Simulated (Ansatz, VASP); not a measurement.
# Rh3N: VASP beside Ansatz

```
CELL_PARAMETERS angstrom
3.54413 0.00000 0.00000
0.00000 3.54413 0.00000
0.00000 0.00000 3.54413
ATOMIC_POSITIONS crystal
Rh 0.00000 0.50000 0.50000
Rh 0.50000 0.00000 0.50000
Rh 0.50000 0.50000 0.00000
N 0.00000 0.00000 0.00000
```

Alike in both runs: task relaxation of cell and atoms; functional PBE; k mesh 6 × 6 × 6; occupations gaussian, width 0.1 eV; no spin polarisation.

```csv
,VASP,Ansatz
version,VASP 6.6.1,Ansatz 0.2.0
potentials or method,"VASP PAW PBE potentials, release 64 (Rh_pv, N), cutoff 600 eV","scalar-relativistic, plane waves, PAW"
valence electrons in the cell,50,56
```

Ansatz gave:

- gap on the k mesh at the Fermi level, each at its own relaxed structure (eV): none
- relaxed volume (Å³/atom): 12.84
- relaxed cell length with the largest relative difference (Å): 3.717

Task: Which values does VASP return?

Result: gap on the k mesh at the Fermi level, each at its own relaxed structure (eV): none; relaxed volume (Å³/atom): 12.85; relaxed cell length with the largest relative difference (Å): 3.718.

A gap of «none» marks a metal or a gap that the smearing closes. VASP's potentials hold 50 valence electrons a cell and Ansatz's 56, so a difference there can come from the potentials and not from the codes.

Noted on VASP's run: the volume moved by over 15 % at a fixed basis, so the end points are rough.
